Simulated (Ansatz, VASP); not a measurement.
**Two plane-wave programs on As**

Contents of POSCAR:

```
As
1.0
    1.7950784285      1.0363890139      5.0542643309
   -1.7950784285      1.0363890139      5.0542643309
    0.0000000000     -2.0727780278      5.0542643309
As
2
Direct
    0.7883402482      0.7883402482      0.7883402482
    0.2116597518      0.2116597518      0.2116597518
```

INCAR.step1

```
SYSTEM = As
PREC     = Accurate       ! precision mode
ENCUT    = 520            ! plane-wave cutoff, eV
ISMEAR   = 0              ! smearing method
SIGMA    = 0.6            ! smearing width, eV
LREAL    = .False.        ! projectors in reciprocal space
LASPH    = .True.         ! aspherical terms in the spheres
NELM     = 80             ! most SCF steps
NBANDS   = 12             ! bands
GGA      = PE             ! functional
ALGO     = Normal         ! electronic algorithm
EDIFF    = 1E-4           ! SCF threshold, eV
LWAVE    = .True.         ! write WAVECAR
LCHARG   = .False.        ! write CHGCAR
```

File INCAR.step2:

```
SYSTEM = As
PREC     = Accurate       ! precision mode
ENCUT    = 520            ! plane-wave cutoff, eV
EDIFF    = 1E-7           ! SCF threshold, eV
ISMEAR   = 0              ! smearing method
SIGMA    = 0.6            ! smearing width, eV
LREAL    = .False.        ! projectors in reciprocal space
LASPH    = .True.         ! aspherical terms in the spheres
NELM     = 80             ! most SCF steps
ALGO     = Normal         ! electronic algorithm
ISIF     = 2              ! what is computed and relaxed
LWAVE    = .False.        ! write WAVECAR
LCHARG   = .True.         ! write CHGCAR
METAGGA  = R2SCAN         ! meta-GGA
LMIXTAU  = .True.       
LELF     = .True.         ! ELF
LVHAR    = .True.       
NBANDS   = 12             ! bands
ISTART   = 1
```

File KPOINTS:

```
regular mesh
0
Gamma
  10 10 10
  0 0 0
```

Input for Ansatz:

```yaml
crystal:
  lattice:
    - [1.7950784285, 1.0363890139, 5.0542643309]
    - [-1.7950784285, 1.0363890139, 5.0542643309]
    - [0.0, -2.0727780278, 5.0542643309]
  atoms:
    - { symbol: As, position: [0.7883402482, 0.7883402482, 0.7883402482] }
    - { symbol: As, position: [0.2116597518, 0.2116597518, 0.2116597518] }
hamiltonian:
  xc: r2scan
  pseudopotentials:
    kind: paw
    azcp:
      As: "pseudopotentials/As.paw.azcp"
basis:
  ecutwfc: 500
  fft_grid_basis: typed
kpoints:
  mp_grid: { grid: [10, 10, 10], shift: [0, 0, 0] }
magnetization:
  spin_polarized: false
scf:
  occupations: { method: gaussian, width: 0.6 }
  lower_state_search: "off"
output:
  stress: true
  write_density: true
  write_potential: true
  elf: true
  volumetric_format: npy
```

Alike in both runs: task single point; functional r2SCAN; k mesh 10 × 10 × 10; occupations gaussian, width 0.6 eV; no spin polarisation.

```csv
,VASP,Ansatz
version,VASP 6.6.1,Ansatz 0.2.0
potentials or method,"VASP PAW PBE potentials, release 64 (As), cutoff 520 eV","plane waves (500 eV) with PAW, scalar-relativistic"
valence electrons in the cell,10,30
```

Ansatz gave:

| Quantity | Value |
| --- | --- |
| pressure (GPa) | 0.0 |
| traceless stress, the component that is largest in VASP (GPa) | -0.21 |

Task: Which values does VASP return?

Result: Pressure (GPa): 0.1; traceless stress, the component that is largest in VASP (GPa): -0.13.

VASP's potentials were made for PBE, not for r2SCAN. With one functional, cell and mesh, what is left measures potentials, basis and numerics. VASP's potentials hold 10 valence electrons a cell and Ansatz's 30, so a difference there can come from the potentials and not from the codes.
